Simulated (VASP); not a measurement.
The system is Ag.

```
Ag
1.0
     2.92418    0.00000    0.00000
    -1.46209    2.53241    0.00000
     0.00000    0.00000   10.13159
Ag
4
Direct
  0.00000 0.00000 0.50000
  0.00000 0.00000 0.00000
  0.66667 0.33333 0.75000
  0.33333 0.66667 0.25000
```

This isn't the form of Ag at room conditions, which is fcc.

Base run:

| Quantity | Value |
| --- | --- |
| Program | VASP 6.6.1 |
| Functional | r2SCAN |
| Potentials or basis | VASP PAW PBE potentials, release 64 (Ag) |
| Cutoff | 520 eV |
| k mesh | 11 × 11 × 3 |
| Occupations | fermi-dirac, width 0.05 eV |
| Spin | no spin polarisation |

Its results: band gap on the k mesh zero (bands 22 and 23 overlap by 6.19 eV); pressure -6.3 GPa.

Question: The run is repeated on the same cell with these changes: functional from r2SCAN to LDA; potentials or basis from VASP PAW PBE potentials, release 64 (Ag) to VASP PAW LDA potentials, release 64 (Ag). What comes out?

Answer: Band gap on the k mesh zero (bands 22 and 23 overlap by 5.73 eV); pressure -13.5 GPa.

Caveats: the cell stands under tension; the PAW data sets were made with another functional, which shifts forces and pressure a little (at least some runs).
